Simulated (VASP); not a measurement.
# CsI (Pm-3m) in VASP: settings compared

CsI is run at these levels: r2SCAN, PBE; tasks: single point, relaxation of cell and atoms.

All numbers are computed with VASP 6.6.1; they aren't measurements. Logs are shortened: lines on timing, memory, paths and dates and some standing lists are left out, and cuts for length are marked.

### Step 1. The cell of the first run

Symmetry: Pm-3m, No. 221, cubic system. Conventional cell: a = 4.608 Å, b = 4.608 Å, c = 4.608 Å, α = 90.00°, β = 90.00°, γ = 90.00°. Cs (site symmetry m-3m) has 8 I at 3.99 Å and 6 Cs at 4.61 Å within 5.2 Å. I (site symmetry m-3m) has 8 Cs at 3.99 Å and 6 I at 4.61 Å within 5.2 Å.

### Step 2. Single point, r2SCAN

Input file POSCAR:

```
CsI
1.0
    4.6080834137      0.0000000000      0.0000000000
    0.0000000000      4.6080834137      0.0000000000
    0.0000000000      0.0000000000      4.6080834137
Cs I
1 1
Direct
    0.0000000000      0.0000000000      0.0000000000
    0.5000000000      0.5000000000      0.5000000000
```

Input file INCAR.step1:

```
  PREC = Accurate
  ENCUT = 550
  ISMEAR = 0
  SIGMA = 0.01
  LREAL = F
  LASPH = T
  NELM = 120
  NBANDS = 15
  GGA = PE
  ALGO = Normal
  EDIFF = 1E-5
  LWAVE = T
  LCHARG = F
  GGA_COMPAT = F
```

Input file INCAR.step2:

```
  PREC = Accurate
  ENCUT = 550
  EDIFF = 1E-6
  ISMEAR = 0
  SIGMA = 0.01
  LREAL = F
  LASPH = T
  NELM = 120
  ALGO = Normal
  ISIF = 2
  LWAVE = F
  LCHARG = F
  METAGGA = R2SCAN
  LMIXTAU = T
  NBANDS = 15
  ISTART = 1
  GGA_COMPAT = F
```

Input file KPOINTS:

```
regular mesh
0
Gamma
  6 6 6
```

Potentials or basis: VASP PAW PBE potentials, release 64 (Cs_sv, I).

Command:

```sh
$ cat potpaw_PBE.64/Cs_sv/POTCAR potpaw_PBE.64/I/POTCAR > POTCAR
$ cp INCAR.step1 INCAR
$ mpirun -np 1 vasp_std > vasp.out
$ cp INCAR.step2 INCAR
$ mpirun -np 1 vasp_std > vasp.out
```

OUTCAR:

```text
PREC = Accurate
   ENCUT = 550
   EDIFF = 1E-6
   ISMEAR = 0
   LREAL = F
   LASPH = T
   NELM = 120
   ISIF = 2
   METAGGA = R2SCAN
   ISTART = 1

 ion  position               nearest neighbor table
   1  0.000  0.000  0.000-
   2  0.500  0.500  0.500-

  LATTYP: Found a simple cubic cell.
 ALAT       =     4.6080834137

  Lattice vectors:

 A1 = (   4.6080834137,   0.0000000000,   0.0000000000)
 A2 = (   0.0000000000,   4.6080834137,   0.0000000000)
 A3 = (   0.0000000000,   0.0000000000,   4.6080834137)

Analysis of symmetry for initial positions (statically):
=====================================================================
 Subroutine PRICEL returns:
 Original cell was already a primitive cell.

 Routine SETGRP: Setting up the symmetry group for a
 simple cubic supercell.

 Subroutine GETGRP returns: Found 48 space group operations
 (whereof 48 operations were pure point group operations)
 out of a pool of 48 trial point group operations.

The static configuration has the point symmetry O_h .

Analysis of symmetry for dynamics (positions and initial velocities):
=====================================================================
 Subroutine PRICEL returns:
 Original cell was already a primitive cell.

 Routine SETGRP: Setting up the symmetry group for a
 simple cubic supercell.

 Subroutine GETGRP returns: Found 48 space group operations
 (whereof 48 operations were pure point group operations)
 out of a pool of 48 trial point group operations.

The dynamic configuration has the point symmetry O_h .

 Subroutine INISYM returns: Found 48 space group operations
 (whereof 48 operations are pure point group operations),
 and found     1 'primitive' translations

----------------------------------------------------------------------------------------

                                     Primitive cell

  volume of cell :      97.8500

  direct lattice vectors                    reciprocal lattice vectors
     4.608083414  0.000000000  0.000000000     0.217009961  0.000000000  0.000000000
     0.000000000  4.608083414  0.000000000     0.000000000  0.217009961  0.000000000
     0.000000000  0.000000000  4.608083414     0.000000000  0.000000000  0.217009961

  length of vectors
     4.608083414  4.608083414  4.608083414     0.217009961  0.217009961  0.217009961

  position of ions in fractional coordinates (direct lattice)
     0.000000000  0.000000000  0.000000000
     0.500000000  0.500000000  0.500000000

  ion indices of the primitive-cell ions
   primitive index   ion index
                 1           1
                 2           2

----------------------------------------------------------------------------------------

 KPOINTS: regular mesh

Automatic generation of k-mesh.
 Grid dimensions read from file:
 generate k-points for:    6    6    6

 Generating k-lattice:

  Cartesian coordinates                     Fractional coordinates (reciprocal lattice)
     0.036168327  0.000000000  0.000000000     0.166666667  0.000000000  0.000000000
     0.000000000  0.036168327  0.000000000     0.000000000  0.166666667  0.000000000
     0.000000000  0.000000000  0.036168327     0.000000000  0.000000000  0.166666667

  Length of vectors
     0.036168327  0.036168327  0.036168327

  Shift w.r.t. Gamma in fractional coordinates (k-lattice)
     0.000000000  0.000000000  0.000000000

 Subroutine IBZKPT returns following result:
 ===========================================

 Found     20 irreducible k-points:

 Following reciprocal coordinates:
            Coordinates               Weight
  0.000000  0.000000  0.000000      1.000000
  0.166667  0.000000  0.000000      6.000000
  0.333333  0.000000  0.000000      6.000000
  0.500000  0.000000  0.000000      3.000000
  0.166667  0.166667  0.000000     12.000000
  0.333333  0.166667  0.000000     24.000000
[... 12 lines left out ...]
  0.500000  0.500000  0.333333      6.000000
  0.500000  0.500000  0.500000      1.000000
   k-points           NKPTS =     20   k-points in BZ     NKDIM =     20   number of bands    NBANDS=     15
   number of dos      NEDOS =    301   number of ions     NIONS =      2
   total plane-waves  NPLWV =  46656
   dimension x,y,z NGX =    36 NGY =   36 NGZ =   36
   dimension x,y,z NGXF=    72 NGYF=   72 NGZF=   72
   ions per type =               1   1
   NGX,Y,Z   is equivalent  to a cutoff of  12.99, 12.99, 12.99 a.u.
   NGXF,Y,Z  is equivalent  to a cutoff of  25.98, 25.98, 25.98 a.u.
 SYSTEM =  unknown system
   PREC   = accura    normal or accurate (medium, high low for compatibility)
   ISTART =      1    job   : 0-new  1-cont  2-samecut
   ICHARG =      0    charge: 1-file 2-atom 10-const
   ISPIN  =      1    spin polarized calculation?
   LNONCOLLINEAR =      F non collinear calculations
   LSORBIT =      F    spin-orbit coupling
   LASPH  =      T    aspherical Exc in radial PAW
   ENCUT  =  550.0 eV  40.42 Ry    6.36 a.u.   8.81  8.81  8.81*2*pi/ulx,y,z
   NELM   =    120;   NELMIN=  2; NELMDL=  0     # of ELM steps
   EDIFF  = 0.1E-05   stopping-criterion for ELM
   LREAL  =      F    real-space projection
   EDIFFG = 0.1E-04   stopping-criterion for IOM
   NSW    =      0    number of steps for IOM
   IBRION =     -1    ionic relax: 0-MD 1-quasi-New 2-CG
   NFREE  =      0    steps in history (QN), initial steepest desc. (CG)
   ISIF   =      2    stress and relaxation
   ISYM   =      2    0-nonsym 1-usesym 2-fastsym
   POTIM  = 0.5000    time-step for ionic-motion
   TEBEG  =    0.0;   TEEND  =   0.0 temperature during run
   PSTRESS=    0.0 pullay stress
   NELECT =      16.0000    total number of electrons
   NUPDOWN=      -1.0000    fix difference up-down
   EMIN   =  10.00;   EMAX   =-10.00  energy-range for DOS
   EFERMI =   0.00;   METHOD = LEGACY
   ISMEAR =     0;   SIGMA  =   0.01  broadening in eV -4-tet -1-fermi 0-gaus
   EFERMI_NEDOS =   21; number of points for ismear=-14 and -15
   IALGO  =     38    algorithm
   IMIX   =      4    mixing-type and parameters
     AMIX     =   0.40;   BMIX     =  1.00
     AMIX_MAG =   1.60;   BMIX_MAG =  1.00
  volume/ion in A,a.u.               =      48.93       330.16
  Fermi-wavevector in a.u.,A,eV,Ry     =   0.895216  1.691713 10.903868  0.801412
  Thomas-Fermi vector in A             =   2.017520
   LORBIT       =      0    0 simple, 1 ext, 2 COOP (PROOUT), +10 PAW based schemes
   METAGGA = R2SCAN    functional components
   LHFCALC =     F    Hartree Fock is set to
   AEXX    =    0.0000 exact exchange contribution
   IVDW    =     0    specifies the selected vdW correction
   LEPSILON=     F    determine dielectric tensor
   LRPA    =     F    only Hartree local field effects (RPA)
 non-spin polarized calculation
 Gauss-broadening in eV      SIGMA  =   0.01
  energy-cutoff  :      550.00
  volume of cell :       97.85
 maximum number of plane-waves:      2897
 NGX is ok and might be reduce to    36
   NGX = 17   NGY = 17   NGZ = 17

 number of electron      16.0000002 magnetization

 Free energy of the ion-electron system (eV)
  ---------------------------------------------------
  ext. energy  EPLUGINS =         0.00000000
  ---------------------------------------------------
  free energy    TOTEN  =       -53.12585718 eV

  energy without entropy =      -53.12585718  energy(sigma->0) =      -53.12585718

 E-fermi :   0.4123     XC(G=0):  -8.0008

 val. band max:        0.3518102639   @ k =   0.5000   0.5000   0.0000
 cond. band min:       4.8511204800   @ k =   0.0000   0.0000   0.0000
 fundamental gap:      4.4993102161
 Fermi energy:         0.4122780884

 k-point     1 :       0.0000    0.0000    0.0000
  band No.  band energies     occupation
      1     -20.6443      2.00000
      2     -10.5723      2.00000
      3      -6.9753      2.00000
      4      -6.9753      2.00000
      5      -6.9753      2.00000
      6       0.2596      2.00000
      7       0.2596      2.00000
      8       0.2596      2.00000
      9       4.8511      0.00000
     10       5.0030      0.00000
     11       5.0030      0.00000
     12       8.6969      0.00000
     13       8.6969      0.00000
     14       8.6969      0.00000
     15      11.0555      0.00000

 k-point     2 :       0.1667    0.0000    0.0000
  band No.  band energies     occupation
      1     -20.6385      2.00000
      2     -10.5738      2.00000
      3      -7.0106      2.00000
      4      -6.9611      2.00000
      5      -6.9611      2.00000
      6      -0.1741      2.00000
      7       0.2276      2.00000
      8       0.2276      2.00000
      9       5.1704      0.00000
     10       5.3777      0.00000
     11       5.6285      0.00000
     12       8.6161      0.00000
     13       8.6161      0.00000
     14       8.8252      0.00000
     15       9.9066      0.00000

 k-point     3 :       0.3333    0.0000    0.0000
  band No.  band energies     occupation
      1     -20.6270      2.00000
      2     -10.5788      2.00000
      3      -7.0706      2.00000
      4      -6.9322      2.00000
      5      -6.9322      2.00000
      6      -0.8521      2.00000
      7       0.1613      2.00000
      8       0.1613      2.00000
      9       5.6286      0.00000
     10       6.5298      0.00000
     11       6.9218      0.00000
     12       8.4534      0.00000
     13       8.6434      0.00000
     14       8.6434      0.00000
     15       9.1443      0.00000
[... 271 lines left out ...]
 k-point    19 :       0.5000    0.5000    0.3333
  band No.  band energies     occupation
      1     -20.5859      2.00000
      2     -10.3257      2.00000
      3      -7.2350      2.00000
      4      -7.2350      2.00000
      5      -7.1306      2.00000
      6      -0.8044      2.00000
      7      -0.8044      2.00000
      8      -0.6425      2.00000
      9       6.9423      0.00000
     10       7.5497      0.00000
     11       7.5497      0.00000
     12       8.0069      0.00000
     13       9.4309      0.00000
     14       9.4309      0.00000
     15      10.5688      0.00000

 k-point    20 :       0.5000    0.5000    0.5000
  band No.  band energies     occupation
      1     -20.5810      2.00000
      2     -10.2990      2.00000
      3      -7.2089      2.00000
      4      -7.2089      2.00000
      5      -7.2089      2.00000
      6      -0.9017      2.00000
      7      -0.9017      2.00000
      8      -0.9017      2.00000
      9       8.0086      0.00000
     10       8.0086      0.00000
     11       8.0086      0.00000
     12       8.7548      0.00000
     13       8.7548      0.00000
     14       8.7548      0.00000
     15      10.6099      0.00000

------------------------ aborting loop because EDIFF is reached ----------------------------------------

  FORCE on cell =-STRESS in cart. coord.  units (eV):
  Direction    XX          YY          ZZ          XY          YZ          ZX
  --------------------------------------------------------------------------------------
  -------------------------------------------------------------------------------------
  Total        0.0316802      0.0316802      0.0316802     -0.0000000     -0.0000000     -0.0000000
  in kB        0.5187251      0.5187251      0.5187251     -0.0000000     -0.0000000     -0.0000000
  external PRESSURE =       0.5187251 kB  Pullay stress =       0.0000000 kB

 VOLUME and BASIS-vectors are now :
 -----------------------------------------------------------------------------
  energy-cutoff  :      550.00
  volume of cell :       97.85
      direct lattice vectors                 reciprocal lattice vectors
     4.608083414  0.000000000  0.000000000     0.217009961  0.000000000  0.000000000
     0.000000000  4.608083414  0.000000000     0.000000000  0.217009961  0.000000000
     0.000000000  0.000000000  4.608083414     0.000000000  0.000000000  0.217009961

 POSITION                                       TOTAL-FORCE (eV/Angst)
 -----------------------------------------------------------------------------------
      0.00000      0.00000      0.00000         0.000000      0.000000      0.000000
      2.30404      2.30404      2.30404         0.000000      0.000000      0.000000
 -----------------------------------------------------------------------------------
    total drift:                                0.000000      0.000000      0.000000

  FREE ENERGIE OF THE ION-ELECTRON SYSTEM (eV)
  ---------------------------------------------------
  free  energy   TOTEN  =       -53.1258571805 eV

  energy  without entropy=      -53.1258571805  energy(sigma->0) =      -53.12585718
```

It took 2.2 min on 1 thread of Intel Xeon 8259CL, shared host; peak memory 0.22 GiB.

Results:

```yaml
Free_energy: -53.1259 eV
Pressure: 0.1 GPa
Band_gap_on_the_k_mesh: 4.50 eV (least direct gap 4.59 eV)
```

Caveat: the PAW data sets were made with another functional, which shifts forces and pressure a little; spin-orbit coupling is left out, which moves the levels of the heavy elements. A k mesh can miss the band edges.

### Step 3. Relaxation of cell and atoms, PBE

This run uses another cell than the first one, of 47.62 Å³/atom.

Input file INCAR:

```
  ALGO = Normal
  EDIFF = 1E-7
  EDIFFG = -0.005
  ENCUT = 500
  GGA = PE
  GGA_COMPAT = False
  IBRION = 2
  ISIF = 3
  ISMEAR = -1
  LASPH = True
  LCHARG = False
  LREAL = False
  LWAVE = False
  NELM = 120
  NELMIN = 4
  NSW = 80
  PREC = Accurate
  SIGMA = 0.02
```

Input file KPOINTS:

```
k-points
0
Gamma
  6 6 6
```

Input file POSCAR:

```
CsI
1.0
    4.5667000000      0.0000000000      0.0000000000
    0.0000000000      4.5667000000      0.0000000000
    0.0000000000      0.0000000000      4.5667000000
Cs I
1 1
Direct
    0.0000000000      0.0000000000      0.0000000000
    0.5000000000      0.5000000000      0.5000000000
```

Potentials or basis: VASP PAW PBE potentials, release 64 (Cs_sv, I).

Command:

```sh
$ cat potpaw_PBE.64/Cs_sv/POTCAR potpaw_PBE.64/I/POTCAR > POTCAR
$ mpirun -np 1 vasp_std > vasp.out
```

Run time: 2 min. Hardware: 1 thread of Intel Xeon 8259CL, shared host; peak memory 0.22 GiB.

The run converged. Its results:

| Item | Value |
| --- | --- |
| Free energy | -5.4425 eV |
| Relaxed volume | 50.95 Å³/atom |
| Relaxed cell | a = 4.671 Å, b = 4.671 Å, c = 4.671 Å, α = 90.00°, β = 90.00°, γ = 90.00° |
| Space group after relaxing (to 0.1 Å) | Pm-3m (No. 221) |
| Energy gained by relaxing | 7.6 meV/atom |
| Ionic steps | 4 |
| Pressure after relaxing | 0.0 GPa |
| Band gap on the k mesh | 3.67 eV (least direct gap 3.76 eV) |

The path:
| step | energy change (eV) | largest force (eV/Å) | pressure (GPa) | volume (Å³) |
| --- | --- | --- | --- | --- |
| 1 | 0.0000 | 0.0000 | 0.79 | 95.24 |
| 2 | -0.0116 | 0.0000 | 0.36 | 98.50 |
| 3 | -0.0151 | 0.0000 | -0.05 | 102.34 |
| 4 | -0.0152 | 0.0000 | 0.00 | 101.89 |

Final structure:
```
Cs I
1.0
     4.67066    0.00000    0.00000
     0.00000    4.67066    0.00000
     0.00000    0.00000    4.67066
Cs I
1 1
Direct
  0.00000 0.00000 0.00000
  0.50000 0.50000 0.50000
```

Levels at points of the mesh, in eV from the valence-band top:
| k point | band 4 | band 5 | band 6 | band 7 | band 8 | band 9 | band 10 | band 11 | band 12 |
| --- | --- | --- | --- | --- | --- | --- | --- | --- | --- |
| (0.00, 0.00, 0.00) | -7.19 | -7.19 | -0.10 | -0.10 | -0.10 | 3.67 | 4.27 | 4.27 | 7.61 |
| (0.50, 0.00, 0.00) | -7.14 | -7.14 | -1.40 | -0.21 | -0.21 | 5.21 | 6.21 | 6.43 | 6.85 |
| (0.50, 0.50, 0.00) | -7.48 | -7.11 | -0.81 | -0.81 | 0.00 | 4.25 | 4.89 | 6.08 | 6.08 |
| (0.50, 0.50, 0.50) | -7.40 | -7.40 | -1.15 | -1.15 | -1.15 | 6.97 | 6.97 | 6.97 | 7.55 |

Caveat: spin-orbit coupling is left out, which moves the levels of the heavy elements. A k mesh can miss the band edges.
